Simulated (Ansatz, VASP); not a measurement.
**One calculation of Al3GaN4, two programs**

```
Al Ga N
1.0
     4.44027    0.02091    0.30268
     0.02091    4.31289   -0.12720
     0.30268   -0.12720    4.39358
Al Ga N
3 1 4
Cartesian
  2.2858 2.3197 0.0427
  2.3611 0.1790 2.3500
  0.2514 2.0678 2.1418
  0.0375 -0.1633 -0.0194
  3.3783 3.2094 1.1322
  3.4944 1.0577 3.3815
  1.3333 2.9915 3.4349
  1.1498 0.9580 1.2434
```

Change from the starting cell: all atoms moved at random (sigma 0.1 Å a component), cell strained at random (sigma 0.05).

Alike in both runs: task single point; functional PBEsol; k mesh 6 × 6 × 6; occupations gaussian, width 0.05 eV; no spin polarisation.

|  | VASP | Ansatz |
| --- | --- | --- |
| version | VASP 6.6.1 | Ansatz 0.2.0 |
| potentials or method | VASP PAW PBE potentials, release 64 (Al, Ga_d, N), cutoff 520 eV | scalar-relativistic, plane waves, PAW |
| valence electrons in the cell | 42 | 42 |

```csv
,VASP,Ansatz,Ansatz less VASP
gap on the k mesh at the Fermi level (eV),2.06,2.08,+0.014
least direct gap on the mesh (eV),2.09,2.10,+0.014
pressure (GPa),20.1,20.1,+0.05
"traceless stress, the component that is largest in VASP (GPa)",-26.30,-26.39,-0.092
rms of the force components (eV/Å),2.822,2.842,+0.0204
```

VASP's potentials were made for PBE, not for PBEsol. Atom by atom the forces differ by 0.048 eV/Å (rms over components).
